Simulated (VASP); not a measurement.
# TiN (rocksalt type) (Fm-3m) in VASP: further runs

TiN (rocksalt type) is run at these levels: PBEsol; tasks: single point.

Program: VASP 6.6.1. These are calculated values, not measurements. Logs are shortened: lines on timing, memory, paths and dates and some standing lists are left out, and cuts for length are marked.

## 1. The cell of the first run

It takes space group Fm-3m (No. 225, cubic). Conventional cell: a = 3.903 Å, b = 3.903 Å, c = 3.903 Å, α = 90.00°, β = 90.00°, γ = 90.00°. Within 2.6 Å of Ti (site symmetry m-3m) lie 6 N at 1.95 Å. N (site symmetry m-3m) has 6 Ti at 1.95 Å within 2.6 Å.

## 2. Single point, PBEsol (volume scaled by 0.8)

Contents of INCAR:

```
ALGO = Normal ; EDIFF = 1E-6
ENCUT = 520 ; GGA = PS
ISIF = 2 ; ISMEAR = -1
LASPH = T ; LCHARG = T
LELF = T ; LREAL = F
LVHAR = T ; LWAVE = F
NBANDS = 16 ; NELM = 80
PREC = Accurate ; SIGMA = 0.1
```

Contents of KPOINTS:

```
k-points
0
Gamma
  17 17 17
```

Contents of POSCAR:

```
TiN
1.0
    0.0000000000      1.9515766316      1.9515766316
    1.9515766316      0.0000000000      1.9515766316
    1.9515766316      1.9515766316      0.0000000000
Ti N
1 1
Direct
    0.0000000000      0.0000000000      0.0000000000
    0.5000000000      0.5000000000      0.5000000000
```

Potentials or basis: VASP PAW PBE potentials, release 64 (Ti_sv, N).

The run is started by

```console
$ cat potpaw_PBE.64/Ti_sv/POTCAR potpaw_PBE.64/N/POTCAR > POTCAR
$ mpirun -np 1 vasp_std > vasp.out
```

OUTCAR:

```text
EDIFF = 1E-6
   ENCUT = 520
   GGA = PS
   ISIF = 2
   ISMEAR = -1
   LASPH = T
   LREAL = F
   NELM = 80
   PREC = Accurate

 ion  position               nearest neighbor table
   1  0.000  0.000  0.000-   2 1.95   2 1.95   2 1.95   2 1.95   2 1.95   2 1.95
   2  0.500  0.500  0.500-   1 1.95   1 1.95   1 1.95   1 1.95   1 1.95   1 1.95

  LATTYP: Found a face centered cubic cell.
 ALAT       =     3.9031532632

  Lattice vectors:

 A1 = (   0.0000000000,   1.9515766316,   1.9515766316)
 A2 = (   1.9515766316,   0.0000000000,   1.9515766316)
 A3 = (   1.9515766316,   1.9515766316,   0.0000000000)

Analysis of symmetry for initial positions (statically):
=====================================================================
 Subroutine PRICEL returns:
 Original cell was already a primitive cell.

 Routine SETGRP: Setting up the symmetry group for a
 face centered cubic supercell.

 Subroutine GETGRP returns: Found 48 space group operations
 (whereof 48 operations were pure point group operations)
 out of a pool of 48 trial point group operations.

The static configuration has the point symmetry O_h .

Analysis of symmetry for dynamics (positions and initial velocities):
=====================================================================
 Subroutine PRICEL returns:
 Original cell was already a primitive cell.

 Routine SETGRP: Setting up the symmetry group for a
 face centered cubic supercell.

 Subroutine GETGRP returns: Found 48 space group operations
 (whereof 48 operations were pure point group operations)
 out of a pool of 48 trial point group operations.

The dynamic configuration has the point symmetry O_h .

 Subroutine INISYM returns: Found 48 space group operations
 (whereof 48 operations are pure point group operations),
 and found     1 'primitive' translations

----------------------------------------------------------------------------------------

                                     Primitive cell

  volume of cell :      14.8657

  direct lattice vectors                    reciprocal lattice vectors
     0.000000000  1.951576632  1.951576632    -0.256203109  0.256203109  0.256203109
     1.951576632  0.000000000  1.951576632     0.256203109 -0.256203109  0.256203109
     1.951576632  1.951576632  0.000000000     0.256203109  0.256203109 -0.256203109

[... 79 lines left out ...]
   LSORBIT =      F    spin-orbit coupling
   LASPH  =      T    aspherical Exc in radial PAW
   ENCUT  =  520.0 eV  38.22 Ry    6.18 a.u.   5.13  5.13  5.13*2*pi/ulx,y,z
   NELM   =     80;   NELMIN=  2; NELMDL= -5     # of ELM steps
   EDIFF  = 0.1E-05   stopping-criterion for ELM
   LREAL  =      F    real-space projection
   EDIFFG = 0.1E-04   stopping-criterion for IOM
   NSW    =      0    number of steps for IOM
   IBRION =     -1    ionic relax: 0-MD 1-quasi-New 2-CG
   NFREE  =      0    steps in history (QN), initial steepest desc. (CG)
   ISIF   =      2    stress and relaxation
   ISYM   =      2    0-nonsym 1-usesym 2-fastsym
   POTIM  = 0.5000    time-step for ionic-motion
   TEBEG  =    0.0;   TEEND  =   0.0 temperature during run
   PSTRESS=    0.0 pullay stress
   NELECT =      17.0000    total number of electrons
   NUPDOWN=      -1.0000    fix difference up-down
   EMIN   =  10.00;   EMAX   =-10.00  energy-range for DOS
   EFERMI =   0.00;   METHOD = LEGACY
   ISMEAR =    -1;   SIGMA  =   0.10  broadening in eV -4-tet -1-fermi 0-gaus
   EFERMI_NEDOS =   21; number of points for ismear=-14 and -15
   IALGO  =     38    algorithm
   IMIX   =      4    mixing-type and parameters
     AMIX     =   0.40;   BMIX     =  1.00
     AMIX_MAG =   1.60;   BMIX_MAG =  1.00
  volume/ion in A,a.u.               =       7.43        50.16
  Fermi-wavevector in a.u.,A,eV,Ry     =   1.711968  3.235150 39.876403  2.930833
  Thomas-Fermi vector in A             =   2.789984
   LORBIT       =      0    0 simple, 1 ext, 2 COOP (PROOUT), +10 PAW based schemes
   GGA     = PS    functional components
   LHFCALC =     F    Hartree Fock is set to
   AEXX    =    0.0000 exact exchange contribution
   IVDW    =     0    specifies the selected vdW correction
   LEPSILON=     F    determine dielectric tensor
   LRPA    =     F    only Hartree local field effects (RPA)
 non-spin polarized calculation
  energy-cutoff  :      520.00
  volume of cell :       14.87
 maximum number of plane-waves:       415
 NGX is ok and might be reduce to    24
   NGX = 11   NGY = 11   NGZ = 11

 number of electron      17.0000003 magnetization

 Free energy of the ion-electron system (eV)
  ---------------------------------------------------
  ext. energy  EPLUGINS =         0.00000000
  ---------------------------------------------------
  free energy    TOTEN  =       -19.75601593 eV

  energy without entropy =      -19.73664517  energy(sigma->0) =      -19.74633055

 E-fermi :  14.9671     XC(G=0): -14.6571

 val. band max:       14.9654583179   @ k =  -0.1176   0.0588   0.0000
 cond. band min:      14.9829864909   @ k =  -0.1765   0.1176   0.0000
 fundamental gap:      0.0175281730
 Fermi energy:        14.9670936702

 k-point     1 :       0.0000    0.0000    0.0000
  band No.  band energies     occupation
      1     -42.3369      2.00000
      2     -18.0998      2.00000
      3     -18.0998      2.00000
      4     -18.0998      2.00000
      5      -3.5140      2.00000
      6      12.6798      2.00000
[... 433 lines left out ...]
      3     -18.1648      2.00000
      4     -18.1043      2.00000
      5      -2.8712      2.00000
      6      10.4206      2.00000
[... 8 lines left out ...]
     15      29.6140      0.00000
     16      36.9722      0.00000

 [... further k-points ...]

------------------------ aborting loop because EDIFF is reached ----------------------------------------

  FORCE on cell =-STRESS in cart. coord.  units (eV):
  Direction    XX          YY          ZZ          XY          YZ          ZX
  --------------------------------------------------------------------------------------
  -------------------------------------------------------------------------------------
  Total        9.9577047      9.9577047      9.9577047     -0.0000000      0.0000000      0.0000000
  in kB     1073.2057829   1073.2057829   1073.2057829     -0.0000000      0.0000000      0.0000000
  external PRESSURE =    1073.2057829 kB  Pullay stress =       0.0000000 kB

 VOLUME and BASIS-vectors are now :
 -----------------------------------------------------------------------------
  energy-cutoff  :      520.00
  volume of cell :       14.87
      direct lattice vectors                 reciprocal lattice vectors
     0.000000000  1.951576632  1.951576632    -0.256203109  0.256203109  0.256203109
     1.951576632  0.000000000  1.951576632     0.256203109 -0.256203109  0.256203109
     1.951576632  1.951576632  0.000000000     0.256203109  0.256203109 -0.256203109

 POSITION                                       TOTAL-FORCE (eV/Angst)
 -----------------------------------------------------------------------------------
      0.00000      0.00000      0.00000        -0.000000      0.000000      0.000000
      1.95158      1.95158      1.95158         0.000000     -0.000000     -0.000000
 -----------------------------------------------------------------------------------
    total drift:                                0.000000     -0.000000     -0.000000

  FREE ENERGIE OF THE ION-ELECTRON SYSTEM (eV)
  ---------------------------------------------------
  free  energy   TOTEN  =       -19.7560159330 eV

  energy  without entropy=      -19.7366451735  energy(sigma->0) =      -19.74633055
```

OSZICAR:

```text
N       E                     dE             d eps       ncg     rms          rms(c)
DAV:   1     0.127678896228E+03    0.12768E+03   -0.81639E+03  5384   0.132E+03
DAV:   2    -0.177503796262E+02   -0.14543E+03   -0.13641E+03  5712   0.353E+02
DAV:   3    -0.242568603273E+02   -0.65065E+01   -0.64573E+01  6496   0.774E+01
DAV:   4    -0.244102450926E+02   -0.15338E+00   -0.15321E+00  6616   0.110E+01
DAV:   5    -0.244136862873E+02   -0.34412E-02   -0.34412E-02  6136   0.142E+00    0.273E+01
DAV:   6    -0.198449040107E+02    0.45688E+01   -0.10220E+01  7160   0.579E+01    0.962E+00
DAV:   7    -0.197473678733E+02    0.97536E-01   -0.98922E-01  5992   0.131E+01    0.818E+00
DAV:   8    -0.197863120209E+02   -0.38944E-01   -0.31392E-01  8528   0.748E+00    0.471E+00
DAV:   9    -0.197586621107E+02    0.27650E-01   -0.39522E-02  6720   0.334E+00    0.145E+00
DAV:  10    -0.197567918214E+02    0.18703E-02   -0.16370E-02  6128   0.170E+00    0.306E-01
DAV:  11    -0.197560090024E+02    0.78282E-03   -0.27153E-03  5288   0.546E-01    0.939E-02
DAV:  12    -0.197560175666E+02   -0.85642E-05   -0.13556E-04  6456   0.152E-01    0.277E-02
DAV:  13    -0.197560166210E+02    0.94558E-06   -0.29312E-05  6136   0.877E-02    0.107E-02
DAV:  14    -0.197560159330E+02    0.68801E-06   -0.14186E-06  5160   0.187E-02
   1 F= -.19756016E+02 E0= -.19746331E+02  d E =-.193708E-01
```

stdout:

```text
POSCAR found type information on POSCAR TiN
 POSCAR found :  2 types and       2 ions
 scaLAPACK will be used
 -----------------------------------------------------------------------------
|                                                                             |
|                                                                             |
|     You enforced a specific xc type in the INCAR file but a different       |
|     I HOPE YOU KNOW WHAT YOU ARE DOING!                                     |
|                                                                             |
 -----------------------------------------------------------------------------

 LDA part: xc-table for (Slater+PW92), standard interpolation
 POSCAR, INCAR and KPOINTS ok, starting setup
 FFT: planning ... GRIDC
 FFT: planning ... GRID_SOFT
 FFT: planning ... GRID
 WAVECAR not read
 entering main loop
```

It took 62 s on 1 thread of Intel Xeon Platinum 8259CL at 2.50GHz (Skylake/Cascade Lake), shared host; peak memory 0.17 GiB.

What came out:

```yaml
Free_energy: -19.7560 eV
Pressure: 107.3 GPa
```

Caveat: the PAW data sets were made with another functional, which shifts forces and pressure a little.

(Continued in part 2 of 2.)
